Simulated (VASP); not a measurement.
Runs of VASP 6.6.1 on Se. The structure is that of space group P6_3/mmc (No. 194), or close to it. The cells are those of the table. 

| task | cell | k mesh | cutoff (eV) | gap on the mesh (eV) | pressure (GPa) | relaxed volume (Å³/atom) |
| --- | --- | --- | --- | --- | --- | --- |
| relaxation of cell and atoms | relaxed from a = 4.592, b = 4.592, c = 5.275 Å, angles 90.0, 90.0, 120.0°, 4 atoms | 12 × 12 × 10 | 600 | - | 0.0 | (a) |
| single point | a = 4.551, b = 4.551, c = 5.423 Å, angles 90.0, 90.0, 120.0°, 4 atoms | 12 × 12 × 10 | 520 | none | 0.1 | - |
| single point | a = 4.219, b = 4.219, c = 6.962 Å, angles 90.0, 90.0, 120.0°, 4 atoms | 6 × 6 × 4 | 520 | none | 6.8 | - |
| relaxation of cell and atoms | relaxed from a = 3.640, b = 3.640, c = 9.913 Å, angles 90.0, 90.0, 120.0°, 4 atoms | 6 × 6 × 2 | 600 | - | -0.1 | 24.33 |
| single point | a = 4.481, b = 4.481, c = 5.566 Å, angles 90.0, 90.0, 120.0°, 4 atoms | 6 × 6 × 2 | 520 | none | (b) | - |

Alike in all rows: level PBEsol; potentials or basis VASP PAW PBE potentials, release 64 (Se); no spin polarisation; smearing gaussian 0.1 eV.

**Question.** Fill in the values left out.

**Answer.** (a) 24.35; (b) 0.3.

Caveats: some runs use coarse meshes; the PAW data sets were made with another functional, which shifts forces and pressure a little; the bands computed are all filled at some k points, so no gap is given (some runs); this functional lacks dispersion, which binds the layers, so the pressure and a relaxed spacing across them are unreliable (some runs).

A k mesh can miss the band edges, and the runs leave out spin-orbit coupling on Se.

A gap of «none» marks levels without a gap at the run's occupations.
